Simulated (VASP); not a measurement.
Set up this calculation in VASP 6.6.1, as the native input.

```yaml
Task: single point
Functional: r2SCAN
Potentials_or_basis: VASP PAW PBE potentials, release 64 (Fe)
Cutoff: 520 eV
k_mesh: 18 × 18 × 18
Occupations: fermi-dirac, width 0.1 eV
Spin: no spin polarisation
Dipole_correction: no
Further_INCAR_settings: ALGO = Normal; EDIFF = 1e-07; NBANDS = 10
```

Fe:

```
CELL_PARAMETERS angstrom
0.00000 1.72872 1.72872
1.72872 0.00000 1.72872
1.72872 1.72872 0.00000
ATOMIC_POSITIONS crystal
Fe 0.00000 0.00000 0.00000
```

This cell differs from its parent crystal: volume scaled by 1.04.

One way to write it, as run:

POSCAR

```
Fe
1.0
    0.0000000000      1.7287231118      1.7287231118
    1.7287231118      0.0000000000      1.7287231118
    1.7287231118      1.7287231118      0.0000000000
Fe
1
Direct
    0.0000000000      0.0000000000      0.0000000000
```

INCAR.step1

```
SYSTEM = Fe
  ALGO = Normal
  EDIFF = 1E-4
  ENCUT = 520
  GGA = PE
  ISMEAR = -1
  LASPH = .True.
  LCHARG = .False.
  LREAL = .False.
  LWAVE = .True.
  NBANDS = 10
  NELM = 60
  PREC = Accurate
  SIGMA = 0.1
```

INCAR.step2

```
SYSTEM = Fe
  ALGO = Normal
  EDIFF = 1E-7
  ENCUT = 520
  ISIF = 2
  ISMEAR = -1
  ISTART = 1
  LASPH = .True.
  LCHARG = .True.
  LELF = .True.
  LMIXTAU = .True.
  LREAL = .False.
  LVHAR = .True.
  LWAVE = .False.
  METAGGA = R2SCAN
  NBANDS = 10
  NELM = 60
  PREC = Accurate
  SIGMA = 0.1
```

KPOINTS

```
k-points
0
Gamma
  18 18 18
  0 0 0
```

Potentials or basis: VASP PAW PBE potentials, release 64 (Fe).

Command:

```sh
$ cat potpaw_PBE.64/Fe/POTCAR > POTCAR
$ cp INCAR.step1 INCAR
$ mpirun -np 1 vasp_std > vasp.out
$ cp INCAR.step2 INCAR
$ mpirun -np 1 vasp_std > vasp.out
```

Results of the run:

| Quantity | Value |
| --- | --- |
| Pressure | -10.7 GPa |
| Band gap on the k mesh | zero (band 4 reaches 7.84 eV, above the bottom of band 5 at 5.82 eV) |

Caveat: the PAW data sets were made with another functional, which shifts forces and pressure a little; the run has no spin polarisation, though such a crystal can be magnetic.

Run time: 44 s on 1 thread of Intel(R) Xeon(R) Platinum 8488C (Sapphire Rapids), with other jobs on the host, peak memory 0.13 GiB.
